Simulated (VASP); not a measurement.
# Al (I4/mmm) in VASP: further runs

Al is run at these levels: PBE; tasks: single point.

Program: VASP 6.6.1. These are calculated values, not measurements. Logs are shortened: lines on timing, memory, paths and dates and some standing lists are left out, and cuts for length are marked.

## Step 1: The cell of the first run

Symmetry: I4/mmm, No. 139, tetragonal system. Conventional cell: a = 2.902 Å, b = 2.902 Å, c = 3.939 Å, α = 90.00°, β = 90.00°, γ = 90.00°. Within 3.7 Å of Al (site symmetry 4/mmm) lie 12 Al at 2.84 to 2.90 Å.

## Step 2: Single point, PBE

Contents of INCAR:

```
SYSTEM = Al
PREC = Accurate
ENCUT = 520
EDIFF = 1E-6
ISMEAR = 0
SIGMA = 0.15
LREAL = .False.
LASPH = .True.
NELM = 80
ALGO = Normal
ISIF = 2
LWAVE = .False.
LCHARG = .False.
GGA = PE
NBANDS = 8
```

Contents of KPOINTS:

```
regular mesh
0
Gamma
  22 22 22
  0 0 0
```

Contents of POSCAR:

```
Al
1.0
    0.0000000000      2.0517091992      1.9696408312
    2.0517091992      0.0000000000      1.9696408312
    2.0517091992      2.0517091992      0.0000000000
Al
1
Direct
    0.0000000000      0.0000000000      0.0000000000
```

Potentials or basis: VASP PAW PBE potentials, release 64 (Al).

Run with:

```
$ cat potpaw_PBE.64/Al/POTCAR > POTCAR
$ mpirun -np 1 vasp_std > vasp.out
```

OUTCAR:

```text
SYSTEM = Al
   PREC = Accurate
   ENCUT = 520
   EDIFF = 1E-6
   ISMEAR = 0
   LREAL = .False.
   LASPH = .True.
   NELM = 80
   ISIF = 2
   GGA = PE

 ion  position               nearest neighbor table
   1  0.000  0.000  0.000-

  LATTYP: Found a body centered tetragonal cell.
 ALAT       =     2.9015549756
 C/A-ratio  =     1.3576450199

  Lattice vectors:

 A1 = (   0.0000000000,  -2.0517091992,  -1.9696408312)
 A2 = (   0.0000000000,   2.0517091992,  -1.9696408312)
 A3 = (   2.0517091992,   0.0000000000,   1.9696408312)

Analysis of symmetry for initial positions (statically):
=====================================================================
 Subroutine PRICEL returns:
 Original cell was already a primitive cell.

 Routine SETGRP: Setting up the symmetry group for a
 body centered tetragonal supercell.

 Subroutine GETGRP returns: Found 16 space group operations
 (whereof 16 operations were pure point group operations)
 out of a pool of 16 trial point group operations.

The static configuration has the point symmetry D_4h.

Analysis of symmetry for dynamics (positions and initial velocities):
=====================================================================
 Subroutine PRICEL returns:
 Original cell was already a primitive cell.

 Routine SETGRP: Setting up the symmetry group for a
 body centered tetragonal supercell.

 Subroutine GETGRP returns: Found 16 space group operations
 (whereof 16 operations were pure point group operations)
 out of a pool of 16 trial point group operations.

The dynamic configuration has the point symmetry D_4h.

 Subroutine INISYM returns: Found 16 space group operations
 (whereof 16 operations are pure point group operations),
 and found     1 'primitive' translations

----------------------------------------------------------------------------------------

                                     Primitive cell

  volume of cell :      16.5824

  direct lattice vectors                    reciprocal lattice vectors
     0.000000000  2.051709199  1.969640831    -0.243699253  0.243699253  0.253853389
     2.051709199  0.000000000  1.969640831     0.243699253 -0.243699253  0.253853389
     2.051709199  2.051709199  0.000000000     0.243699253  0.243699253 -0.253853389

  length of vectors
     2.844115968  2.844115968  2.901554976     0.428042282  0.428042282  0.428042282

  position of ions in fractional coordinates (direct lattice)
     0.000000000  0.000000000  0.000000000

  ion indices of the primitive-cell ions
   primitive index   ion index
                 1           1

----------------------------------------------------------------------------------------

 KPOINTS: regular mesh

Automatic generation of k-mesh.
 Grid dimensions read from file:
 generate k-points for:   22   22   22

 Generating k-lattice:

  Cartesian coordinates                     Fractional coordinates (reciprocal lattice)
    -0.011077239  0.011077239  0.011538790     0.045454545  0.000000000  0.000000000
     0.011077239 -0.011077239  0.011538790     0.000000000  0.045454545  0.000000000
     0.011077239  0.011077239 -0.011538790     0.000000000  0.000000000  0.045454545

  Length of vectors
     0.019456467  0.019456467  0.019456467

  Shift w.r.t. Gamma in fractional coordinates (k-lattice)
     0.000000000  0.000000000  0.000000000

 Subroutine IBZKPT returns following result:
 ===========================================

 Found    834 irreducible k-points:

 Following reciprocal coordinates:
            Coordinates               Weight
  0.000000  0.000000  0.000000      1.000000
  0.045455  0.000000  0.000000      8.000000
  0.090909  0.000000  0.000000      8.000000
  0.136364  0.000000  0.000000      8.000000
  0.181818  0.000000  0.000000      8.000000
  0.227273 -0.000000  0.000000      8.000000
[... 16 lines left out ...]
  0.500000  0.045455  0.000000      8.000000
 -0.454545  0.045455  0.000000      8.000000
 [... further k-points ...]
   k-points           NKPTS =    834   k-points in BZ     NKDIM =    834   number of bands    NBANDS=      8
   number of dos      NEDOS =    301   number of ions     NIONS =      1
   total plane-waves  NPLWV =  13824
   dimension x,y,z NGX =    24 NGY =   24 NGZ =   24
   dimension x,y,z NGXF=    48 NGYF=   48 NGZF=   48
   ions per type =               1
   NGX,Y,Z   is equivalent  to a cutoff of  14.03, 14.03, 13.75 a.u.
   NGXF,Y,Z  is equivalent  to a cutoff of  28.06, 28.06, 27.50 a.u.
 SYSTEM =  Al
   PREC   = accura    normal or accurate (medium, high low for compatibility)
   ISTART =      0    job   : 0-new  1-cont  2-samecut
   ICHARG =      2    charge: 1-file 2-atom 10-const
   ISPIN  =      1    spin polarized calculation?
   LNONCOLLINEAR =      F non collinear calculations
   LSORBIT =      F    spin-orbit coupling
   LASPH  =      T    aspherical Exc in radial PAW
   ENCUT  =  520.0 eV  38.22 Ry    6.18 a.u.   5.29  5.29  5.39*2*pi/ulx,y,z
   NELM   =     80;   NELMIN=  2; NELMDL= -5     # of ELM steps
   EDIFF  = 0.1E-05   stopping-criterion for ELM
   LREAL  =      F    real-space projection
   EDIFFG = 0.1E-04   stopping-criterion for IOM
   NSW    =      0    number of steps for IOM
   IBRION =     -1    ionic relax: 0-MD 1-quasi-New 2-CG
   NFREE  =      0    steps in history (QN), initial steepest desc. (CG)
   ISIF   =      2    stress and relaxation
   ISYM   =      2    0-nonsym 1-usesym 2-fastsym
   POTIM  = 0.5000    time-step for ionic-motion
   TEBEG  =    0.0;   TEEND  =   0.0 temperature during run
   PSTRESS=    0.0 pullay stress
   NELECT =       3.0000    total number of electrons
   NUPDOWN=      -1.0000    fix difference up-down
   EMIN   =  10.00;   EMAX   =-10.00  energy-range for DOS
   EFERMI =   0.00;   METHOD = LEGACY
   ISMEAR =     0;   SIGMA  =   0.15  broadening in eV -4-tet -1-fermi 0-gaus
   EFERMI_NEDOS =   21; number of points for ismear=-14 and -15
   IALGO  =     38    algorithm
   IMIX   =      4    mixing-type and parameters
     AMIX     =   0.40;   BMIX     =  1.00
     AMIX_MAG =   1.60;   BMIX_MAG =  1.00
  volume/ion in A,a.u.               =      16.58       111.90
  Fermi-wavevector in a.u.,A,eV,Ry     =   0.925903  1.749704 11.664236  0.857297
  Thomas-Fermi vector in A             =   2.051808
   LORBIT       =      0    0 simple, 1 ext, 2 COOP (PROOUT), +10 PAW based schemes
   GGA     = PE    functional components
   LHFCALC =     F    Hartree Fock is set to
   AEXX    =    0.0000 exact exchange contribution
   IVDW    =     0    specifies the selected vdW correction
   LEPSILON=     F    determine dielectric tensor
   LRPA    =     F    only Hartree local field effects (RPA)
 non-spin polarized calculation
 Gauss-broadening in eV      SIGMA  =   0.15
  energy-cutoff  :      520.00
  volume of cell :       16.58
 maximum number of plane-waves:       463
 NGX is ok and might be reduce to    24
   NGX = 11   NGY = 11   NGZ = 11

 number of electron       3.0000000 magnetization

 Free energy of the ion-electron system (eV)
  ---------------------------------------------------
  ext. energy  EPLUGINS =         0.00000000
  ---------------------------------------------------
  free energy    TOTEN  =        -3.74585999 eV

  energy without entropy =       -3.74156509  energy(sigma->0) =       -3.74371254

 E-fermi :   7.9481     XC(G=0): -10.1786

 val. band max:        7.9401752275   @ k =   0.3636   0.0455   0.0000
 cond. band min:       7.9514074484   @ k =  -0.2727   0.3182   0.0909
 fundamental gap:      0.0112322209
 Fermi energy:         7.9480609845

 k-point     1 :       0.0000    0.0000    0.0000
  band No.  band energies     occupation
      1      -3.1517      2.00000
      2      20.4162      0.00000
      3      20.4162      0.00000
      4      20.8507      0.00000
      5      21.9167      0.00000
      6      22.0496      0.00000
      7      22.0496      0.00000
      8      24.4041      0.00000

 k-point     2 :       0.0455    0.0000    0.0000
  band No.  band energies     occupation
      1      -3.0957      2.00000
      2      19.3920      0.00000
      3      20.1852      0.00000
      4      20.4987      0.00000
      5      22.2558      0.00000
      6      22.3632      0.00000
      7      22.5347      0.00000
      8      25.0039      0.00000

 k-point     3 :       0.0909    0.0000    0.0000
  band No.  band energies     occupation
      1      -2.9277      2.00000
      2      17.6277      0.00000
      3      19.7483      0.00000
      4      20.0769      0.00000
      5      22.6733      0.00000
      6      22.9502      0.00000
      7      23.0239      0.00000
      8      25.4768      0.00000

 k-point     4 :       0.1364    0.0000    0.0000
  band No.  band energies     occupation
      1      -2.6482      2.00000
      2      15.7932      0.00000
      3      19.3178      0.00000
      4      19.6957      0.00000
      5      22.6025      0.00000
      6      23.5891      0.00000
      7      23.6958      0.00000
      8      24.8865      0.00000

 k-point     5 :       0.1818    0.0000    0.0000
  band No.  band energies     occupation
      1      -2.2578      2.00000
      2      13.9856      0.00000
      3      18.9514      0.00000
      4      19.3882      0.00000
      5      22.4639      0.00000
      6      23.2024      0.00000
      7      24.1001      0.00000
      8      25.3351      0.00000
[... 177 lines left out ...]
 k-point    22 :       0.4545    0.0455    0.0000
  band No.  band energies     occupation
      1       2.0793      2.00000
      2       5.1443      2.00000
      3      17.6167      0.00000
      4      19.2282      0.00000
      5      19.3813      0.00000
      6      20.3862      0.00000
      7      23.7903      0.00000
      8      23.9804      0.00000

 k-point    23 :       0.5000    0.0455    0.0000
  band No.  band energies     occupation
      1       3.1682      2.00000
      2       3.8983      2.00000
      3      17.8572      0.00000
      4      18.8880      0.00000
      5      19.5015      0.00000
      6      19.9967      0.00000
      7      23.4261      0.00000
      8      24.2658      0.00000

 k-point    24 :      -0.4545    0.0455    0.0000
  band No.  band energies     occupation
      1       2.7176      2.00000
      2       4.3888      2.00000
      3      18.1919      0.00000
      4      18.4934      0.00000
      5      19.7015      0.00000
      6      19.8654      0.00000
      7      23.0630      0.00000
      8      24.7360      0.00000

 [... further k-points ...]

------------------------ aborting loop because EDIFF is reached ----------------------------------------

  FORCE on cell =-STRESS in cart. coord.  units (eV):
  Direction    XX          YY          ZZ          XY          YZ          ZX
  --------------------------------------------------------------------------------------
  -------------------------------------------------------------------------------------
  Total       -0.1130567     -0.1130567      0.1200321      0.0000000     -0.0000000      0.0000000
  in kB      -10.9234150    -10.9234150     11.5973655      0.0000000     -0.0000000      0.0000000
  external PRESSURE =      -3.4164881 kB  Pullay stress =       0.0000000 kB

 VOLUME and BASIS-vectors are now :
 -----------------------------------------------------------------------------
  energy-cutoff  :      520.00
  volume of cell :       16.58
      direct lattice vectors                 reciprocal lattice vectors
     0.000000000  2.051709199  1.969640831    -0.243699253  0.243699253  0.253853389
     2.051709199  0.000000000  1.969640831     0.243699253 -0.243699253  0.253853389
     2.051709199  2.051709199  0.000000000     0.243699253  0.243699253 -0.253853389

 POSITION                                       TOTAL-FORCE (eV/Angst)
 -----------------------------------------------------------------------------------
      0.00000      0.00000      0.00000         0.000000     -0.000000      0.000000
 -----------------------------------------------------------------------------------
    total drift:                                0.000000      0.000000      0.000000

  FREE ENERGIE OF THE ION-ELECTRON SYSTEM (eV)
  ---------------------------------------------------
  free  energy   TOTEN  =        -3.7458599851 eV

  energy  without entropy=       -3.7415650916  energy(sigma->0) =       -3.74371254
```

Run time: 38 s. Hardware: 1 thread of Intel Xeon 6975P-C (Granite Rapids), shared host; peak memory 0.2 GiB.

What came out:

```yaml
Free_energy: -3.7459 eV
Pressure: -0.3 GPa
```

Levels at points of the mesh, in eV from the Fermi level:
```csv
k point,band 1,band 2,band 3,band 4,band 5,band 6
"(0.00, 0.00, 0.00)",-11.10,12.47,12.47,12.90,13.97,14.10
"(0.50, 0.00, 0.00)",-4.57,-4.37,10.87,10.99,11.73,11.82
"(0.50, 0.50, 0.00)",-2.50,-1.03,4.95,5.08,5.08,8.52
"(0.50, 0.00, 0.50)",-3.10,-1.88,5.43,5.70,5.98,9.28
```

## Step 3: Single point, PBE

Contents of INCAR:

```
PREC = Accurate
ENCUT = 520
EDIFF = 1E-6
ISMEAR = 0
SIGMA = 0.15
LREAL = F
LASPH = T
NELM = 100
ALGO = Normal
ISIF = 2
LWAVE = F
LCHARG = F
GGA = PE
NBANDS = 8
```

Contents of KPOINTS:

```
regular mesh
0
Gamma
  22 22 22
```

Contents of POSCAR:

```
Al
1.0
    0.0000000000      1.9913294518      2.0908959244
    1.9913294518      0.0000000000      2.0908959244
    1.9913294518      1.9913294518      0.0000000000
Al
1
Direct
    0.0000000000      0.0000000000      0.0000000000
```

Potentials or basis: VASP PAW PBE potentials, release 64 (Al).

Run with:

```
$ cat potpaw_PBE.64/Al/POTCAR > POTCAR
$ mpirun -np 1 vasp_std > vasp.out
```

Wall time 38 s (1 thread of Intel Xeon 6975P-C (Granite Rapids), shared host); peak memory 0.21 GiB.

The run converged. Its results:

```
Free energy : -3.7440 eV
Pressure    : -0.3 GPa
```

Stress tensor (GPa, compression positive):
```
 0.61  0.00  0.00
 0.00  0.61  0.00
 0.00  0.00 -2.07
```

Levels at points of the mesh, in eV from the Fermi level:
```
           k point  band 1  band 2  band 3  band 4  band 5  band 6
(0.00, 0.00, 0.00)  -11.10   12.26   12.80   12.80   14.01   14.01
(0.50, 0.00, 0.00)   -4.57   -4.36   10.64   10.82   11.97   12.00
(0.50, 0.50, 0.00)   -3.35   -2.26    5.63    6.18    6.18    9.63
(0.50, 0.00, 0.50)   -2.67   -1.26    5.10    5.12    5.47    8.72
```
